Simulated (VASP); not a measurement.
Here is a VASP 6.6.1 calculation.

Contents of INCAR:

```
SYSTEM = InP
PREC = Accurate
ENCUT = 520
EDIFF = 1E-6
ISMEAR = -1
SIGMA = 0.1
LREAL = .False.
LASPH = .True.
NELM = 80
ALGO = Normal
ISIF = 2
LWAVE = .False.
LCHARG = .False.
NBANDS = 16
```

Contents of KPOINTS:

```
Automatic mesh
0
Gamma
  12 12 12
  0 0 0
```

The input POSCAR:

```
InP
1.0
    0.0000000000      2.9136593883      2.9136593883
    2.9136593883      0.0000000000      2.9136593883
    2.9136593883      2.9136593883      0.0000000000
In P
1 1
Direct
    0.0000000000      0.0000000000      0.0000000000
    0.7500000000      0.7500000000      0.7500000000
```

Potentials or basis: VASP PAW LDA potentials, release 64 (In_d, P).

Run with:

```sh
$ cat potpaw_LDA.64/In_d/POTCAR potpaw_LDA.64/P/POTCAR > POTCAR
$ mpirun -np 1 vasp_std > vasp.out
```

Estimate the band gap on the k mesh.

0.60 eV, direct.

Predict the pressure.

0.0 GPa.

Caveat: spin-orbit coupling is left out, which moves the levels of the heavy elements.
